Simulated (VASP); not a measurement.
# Ca (I4/mmm) in VASP: single point with r2SCAN

Aim: the single point of Ca with r2SCAN.

Everything below comes from runs of VASP 6.6.1. Logs are shortened: lines on timing, memory, paths and dates and some standing lists are left out, and cuts for length are marked.

## Step 1: The cell of the first run

Symmetry: I4/mmm, No. 139, tetragonal system. Conventional cell: a = 4.410 Å, b = 4.410 Å, c = 4.392 Å, α = 90.00°, β = 90.00°, γ = 90.00°. Ca (site symmetry 4/mmm) has 14 Ca at 3.81 to 4.41 Å within 5.0 Å.

## Step 2: Single point, r2SCAN

Contents of POSCAR:

```
Ca
1.0
   -2.2052049036      2.2052049036      2.1961148100
    2.2052049036     -2.2052049036      2.1961148100
    2.2052049036      2.2052049036     -2.1961148100
Ca
1
Direct
    0.5000000000      0.5000000000      0.0000000000
```

Contents of INCAR.step1:

```
  PREC = Accurate
  ENCUT = 550
  ISMEAR = 1
  SIGMA = 0.22
  LREAL = False
  LASPH = True
  NELM = 120
  NBANDS = 11
  GGA = PE
  ALGO = Normal
  EDIFF = 1E-5
  LWAVE = True
  LCHARG = False
  GGA_COMPAT = False
```

Contents of INCAR.step2:

```
  PREC = Accurate
  ENCUT = 550
  EDIFF = 1E-6
  ISMEAR = 1
  SIGMA = 0.22
  LREAL = False
  LASPH = True
  NELM = 120
  ALGO = Normal
  ISIF = 2
  LWAVE = False
  LCHARG = False
  METAGGA = R2SCAN
  LMIXTAU = True
  NBANDS = 11
  ISTART = 1
  GGA_COMPAT = False
```

Contents of KPOINTS:

```
Automatic mesh
0
Gamma
  6 6 6
```

Potentials or basis: VASP PAW PBE potentials, release 64 (Ca_sv).

The run is started by

```bash
$ cat potpaw_PBE.64/Ca_sv/POTCAR > POTCAR
$ cp INCAR.step1 INCAR
$ mpirun -np 1 vasp_std > vasp.out
$ cp INCAR.step2 INCAR
$ mpirun -np 1 vasp_std > vasp.out
```

OUTCAR:

```text
PREC = Accurate
   ENCUT = 550
   EDIFF = 1E-6
   ISMEAR = 1
   LREAL = False
   LASPH = True
   NELM = 120
   ISIF = 2
   METAGGA = R2SCAN
   ISTART = 1

 ion  position               nearest neighbor table
   1  0.500  0.500  0.000-

  LATTYP: Found a body centered tetragonal cell.
 ALAT       =     4.4104098072
 C/A-ratio  =     0.9958778916

  Lattice vectors:

 A1 = (  -2.2052049036,   2.2052049036,   2.1961148100)
 A2 = (   2.2052049036,  -2.2052049036,   2.1961148100)
 A3 = (   2.2052049036,   2.2052049036,  -2.1961148100)

Analysis of symmetry for initial positions (statically):
=====================================================================
 Subroutine PRICEL returns:
 Original cell was already a primitive cell.

 Routine SETGRP: Setting up the symmetry group for a
 body centered tetragonal supercell.

 Subroutine GETGRP returns: Found 16 space group operations
 (whereof 16 operations were pure point group operations)
 out of a pool of 16 trial point group operations.

The static configuration has the point symmetry D_4h.

Analysis of symmetry for dynamics (positions and initial velocities):
=====================================================================
 Subroutine PRICEL returns:
 Original cell was already a primitive cell.

 Routine SETGRP: Setting up the symmetry group for a
 body centered tetragonal supercell.

 Subroutine GETGRP returns: Found 16 space group operations
 (whereof 16 operations were pure point group operations)
 out of a pool of 16 trial point group operations.

The dynamic configuration has the point symmetry D_4h.

 Subroutine INISYM returns: Found 16 space group operations
 (whereof 16 operations are pure point group operations),
 and found     1 'primitive' translations

----------------------------------------------------------------------------------------

                                     Primitive cell

  volume of cell :      42.7182

  direct lattice vectors                    reciprocal lattice vectors
    -2.205204904  2.205204904  2.196114810     0.000000000  0.226736300  0.227674800
     2.205204904 -2.205204904  2.196114810     0.226736300  0.000000000  0.227674800
     2.205204904  2.205204904 -2.196114810     0.226736300  0.226736300  0.000000000

  length of vectors
     3.814285987  3.814285987  3.814285987     0.321317855  0.321317855  0.320653550

  position of ions in fractional coordinates (direct lattice)
     0.500000000  0.500000000  0.000000000

  ion indices of the primitive-cell ions
   primitive index   ion index
                 1           1

----------------------------------------------------------------------------------------

 KPOINTS: Automatic mesh

Automatic generation of k-mesh.
 Grid dimensions read from file:
 generate k-points for:    6    6    6

 Generating k-lattice:

  Cartesian coordinates                     Fractional coordinates (reciprocal lattice)
     0.000000000  0.037789383  0.037945800     0.166666667 -0.000000000  0.000000000
     0.037789383  0.000000000  0.037945800    -0.000000000  0.166666667  0.000000000
     0.037789383  0.037789383  0.000000000     0.000000000  0.000000000  0.166666667

  Length of vectors
     0.053552976  0.053552976  0.053442258

  Shift w.r.t. Gamma in fractional coordinates (k-lattice)
     0.000000000  0.000000000  0.000000000

 Subroutine IBZKPT returns following result:
 ===========================================

 Found     30 irreducible k-points:

 Following reciprocal coordinates:
            Coordinates               Weight
  0.000000  0.000000  0.000000      1.000000
  0.166667  0.000000  0.000000      8.000000
  0.333333  0.000000 -0.000000      8.000000
  0.500000  0.000000 -0.000000      4.000000
  0.166667  0.166667  0.000000      8.000000
  0.333333  0.166667  0.000000     16.000000
[... 16 lines left out ...]
 -0.333333 -0.333333  0.166667      8.000000
 -0.166667 -0.333333  0.166667      8.000000
 [... further k-points ...]
   k-points           NKPTS =     30   k-points in BZ     NKDIM =     30   number of bands    NBANDS=     11
   number of dos      NEDOS =    301   number of ions     NIONS =      1
   total plane-waves  NPLWV =  27000
   dimension x,y,z NGX =    30 NGY =   30 NGZ =   30
   dimension x,y,z NGXF=    60 NGYF=   60 NGZF=   60
   ions per type =               1
   NGX,Y,Z   is equivalent  to a cutoff of  13.08, 13.08, 13.08 a.u.
   NGXF,Y,Z  is equivalent  to a cutoff of  26.15, 26.15, 26.15 a.u.
 SYSTEM =  unknown system
   PREC   = accura    normal or accurate (medium, high low for compatibility)
   ISTART =      1    job   : 0-new  1-cont  2-samecut
   ICHARG =      0    charge: 1-file 2-atom 10-const
   ISPIN  =      1    spin polarized calculation?
   LNONCOLLINEAR =      F non collinear calculations
   LSORBIT =      F    spin-orbit coupling
   LASPH  =      T    aspherical Exc in radial PAW
   ENCUT  =  550.0 eV  40.42 Ry    6.36 a.u.   7.29  7.29  7.29*2*pi/ulx,y,z
   NELM   =    120;   NELMIN=  2; NELMDL=  0     # of ELM steps
   EDIFF  = 0.1E-05   stopping-criterion for ELM
   LREAL  =      F    real-space projection
   EDIFFG = 0.1E-04   stopping-criterion for IOM
   NSW    =      0    number of steps for IOM
   IBRION =     -1    ionic relax: 0-MD 1-quasi-New 2-CG
   NFREE  =      0    steps in history (QN), initial steepest desc. (CG)
   ISIF   =      2    stress and relaxation
   ISYM   =      2    0-nonsym 1-usesym 2-fastsym
   POTIM  = 0.5000    time-step for ionic-motion
   TEBEG  =    0.0;   TEEND  =   0.0 temperature during run
   PSTRESS=    0.0 pullay stress
   NELECT =      10.0000    total number of electrons
   NUPDOWN=      -1.0000    fix difference up-down
   EMIN   =  10.00;   EMAX   =-10.00  energy-range for DOS
   EFERMI =   0.00;   METHOD = LEGACY
   ISMEAR =     1;   SIGMA  =   0.22  broadening in eV -4-tet -1-fermi 0-gaus
   EFERMI_NEDOS =   21; number of points for ismear=-14 and -15
   IALGO  =     38    algorithm
   IMIX   =      4    mixing-type and parameters
     AMIX     =   0.40;   BMIX     =  1.00
     AMIX_MAG =   1.60;   BMIX_MAG =  1.00
  volume/ion in A,a.u.               =      42.72       288.28
  Fermi-wavevector in a.u.,A,eV,Ry     =   1.008952  1.906643 13.850516  1.017984
  Thomas-Fermi vector in A             =   2.141851
   LORBIT       =      0    0 simple, 1 ext, 2 COOP (PROOUT), +10 PAW based schemes
   METAGGA = R2SCAN    functional components
   LHFCALC =     F    Hartree Fock is set to
   AEXX    =    0.0000 exact exchange contribution
   IVDW    =     0    specifies the selected vdW correction
   LEPSILON=     F    determine dielectric tensor
   LRPA    =     F    only Hartree local field effects (RPA)
 non-spin polarized calculation
 Methfessel and Paxton  Order N= 1 SIGMA  =   0.22
  energy-cutoff  :      550.00
  volume of cell :       42.72
 maximum number of plane-waves:      1264
 NGX is ok and might be reduce to    30
   NGX = 15   NGY = 15   NGZ = 15

 number of electron      10.0000001 magnetization

 Free energy of the ion-electron system (eV)
  ---------------------------------------------------
  ext. energy  EPLUGINS =         0.00000000
  ---------------------------------------------------
  free energy    TOTEN  =        -7.01538172 eV

  energy without entropy =       -7.00797805  energy(sigma->0) =       -7.01291383

 E-fermi :   2.0134     XC(G=0):  -8.1795

 val. band max:        1.9817944137   @ k =   0.3333   0.3333   0.1667
 cond. band min:       2.0293610756   @ k =   0.5000   0.5000   0.3333
 fundamental gap:      0.0475666618
 Fermi energy:         2.0133969808

 k-point     1 :       0.0000    0.0000    0.0000
  band No.  band energies     occupation
      1     -41.8753      2.00000
      2     -21.9026      2.00000
      3     -21.9018      2.00000
      4     -21.9018      2.00000
      5      -2.3113      2.00000
      6       4.6263     -0.00000
      7       4.6456     -0.00000
      8       4.6456     -0.00000
      9       5.7086     -0.00000
     10       5.7328     -0.00000
     11      12.6899      0.00000

 k-point     2 :       0.1667    0.0000    0.0000
  band No.  band energies     occupation
      1     -41.8716      2.00000
      2     -21.9381      2.00000
      3     -21.9137      2.00000
      4     -21.9022      2.00000
      5      -1.7929      2.00000
      6       4.3120     -0.00000
      7       4.3297     -0.00000
      8       5.0187     -0.00000
      9       5.5097     -0.00000
     10       5.7322     -0.00000
     11      11.6882      0.00000

 k-point     3 :       0.3333    0.0000   -0.0000
  band No.  band energies     occupation
      1     -41.8642      2.00000
      2     -22.0088      2.00000
      3     -21.9373      2.00000
      4     -21.9023      2.00000
      5      -0.3850      2.00000
      6       3.1290     -0.00000
      7       3.8120     -0.00000
      8       5.6246     -0.00000
      9       5.8721     -0.00000
     10       6.0185     -0.00000
     11       9.0271      0.00000

 k-point     4 :       0.5000    0.0000   -0.0000
  band No.  band energies     occupation
      1     -41.8604      2.00000
      2     -22.0435      2.00000
      3     -21.9490      2.00000
      4     -21.9023      2.00000
      5       1.1418      2.00000
      6       1.8572      1.92653
      7       3.5869     -0.00000
      8       5.6429     -0.00000
      9       6.0169     -0.00000
     10       6.7896      0.00000
     11       7.8621      0.00000

 k-point     5 :       0.1667    0.1667    0.0000
  band No.  band energies     occupation
      1     -41.8660      2.00000
      2     -21.9862      2.00000
      3     -21.9283      2.00000
      4     -21.9105      2.00000
      5      -0.8211      2.00000
      6       3.6104     -0.00000
      7       3.8640     -0.00000
      8       5.4011     -0.00000
      9       5.7177     -0.00000
     10       5.9365     -0.00000
     11      10.1383      0.00000
[... 211 lines left out ...]
 k-point    21 :      -0.3333    0.5000    0.1667
  band No.  band energies     occupation
      1     -41.8563      2.00000
      2     -22.0157      2.00000
      3     -21.9843      2.00000
      4     -21.9382      2.00000
      5       1.4421      2.00149
      6       2.5254     -0.00484
      7       3.6109     -0.00000
      8       5.2204     -0.00000
      9       5.7405     -0.00000
     10       6.8366      0.00000
     11       7.9022      0.00000

 k-point    22 :      -0.1667    0.5000    0.1667
  band No.  band energies     occupation
      1     -41.8576      2.00000
      2     -22.0334      2.00000
      3     -21.9626      2.00000
      4     -21.9279      2.00000
      5       1.5973      2.02236
      6       1.9006      1.75390
      7       3.9345     -0.00000
      8       4.8536     -0.00000
      9       6.1250     -0.00000
     10       6.7307      0.00000
     11       7.7508      0.00000

 k-point    23 :      -0.3333   -0.3333    0.1667
  band No.  band energies     occupation
      1     -41.8562      2.00000
      2     -22.0160      2.00000
      3     -21.9841      2.00000
      4     -21.9384      2.00000
      5       1.4601      2.00216
      6       2.5205     -0.00529
      7       3.6025     -0.00000
      8       5.2046     -0.00000
      9       5.7645     -0.00000
     10       6.8386      0.00000
     11       7.8920      0.00000

 k-point    24 :      -0.1667   -0.3333    0.1667
  band No.  band energies     occupation
      1     -41.8611      2.00000
      2     -22.0026      2.00000
      3     -21.9504      2.00000
      4     -21.9293      2.00000
      5       0.0522      2.00000
      6       3.1889     -0.00000
      7       4.1126     -0.00000
      8       4.8217     -0.00000
      9       5.9295     -0.00000
     10       5.9845     -0.00000
     11       9.1417      0.00000

 [... further k-points ...]
[... 5 lines left out ...]
  --------------------------------------------------------------------------------------
  -------------------------------------------------------------------------------------
  Total        0.0995889      0.0995889      0.1030766      0.0000000     -0.0000000      0.0000000
  in kB        3.7351556      3.7351556      3.8659622      0.0000000     -0.0000000      0.0000000
  external PRESSURE =       3.7787578 kB  Pullay stress =       0.0000000 kB

 VOLUME and BASIS-vectors are now :
 -----------------------------------------------------------------------------
  energy-cutoff  :      550.00
  volume of cell :       42.72
      direct lattice vectors                 reciprocal lattice vectors
    -2.205204904  2.205204904  2.196114810     0.000000000  0.226736300  0.227674800
     2.205204904 -2.205204904  2.196114810     0.226736300  0.000000000  0.227674800
     2.205204904  2.205204904 -2.196114810     0.226736300  0.226736300  0.000000000

 POSITION                                       TOTAL-FORCE (eV/Angst)
 -----------------------------------------------------------------------------------
      0.00000      0.00000      2.19611         0.000000      0.000000      0.000000
 -----------------------------------------------------------------------------------
    total drift:                                0.000000     -0.000000      0.000000

  FREE ENERGIE OF THE ION-ELECTRON SYSTEM (eV)
  ---------------------------------------------------
  free  energy   TOTEN  =        -7.0153817171 eV

  energy  without entropy=       -7.0079780476  energy(sigma->0) =       -7.01291383
```

Run time: 2 min. Hardware: 1 thread of Intel Xeon 8259CL, shared host; peak memory 0.17 GiB.

Results:

```
Free energy            : -7.0154 eV
Pressure               : 0.4 GPa
Band gap on the k mesh : zero (band 5 reaches 2.17 eV, above the bottom of band 6 at 1.84 eV)
```

Levels at points of the mesh, in eV from the Fermi level:
```csv
k point,band 3,band 4,band 5,band 6,band 7,band 8
"(0.00, 0.00, 0.00)",-23.92,-23.92,-4.32,2.61,2.63,2.63
"(0.50, 0.00, 0.00)",-23.96,-23.92,-0.87,-0.16,1.57,3.63
"(0.50, 0.50, 0.00)",-23.96,-23.91,-0.88,-0.17,1.60,3.61
"(0.50, 0.50, 0.50)",-24.02,-24.02,0.12,0.13,4.09,4.09
```

Caveat: the PAW data sets were made with another functional, which shifts forces and pressure a little.
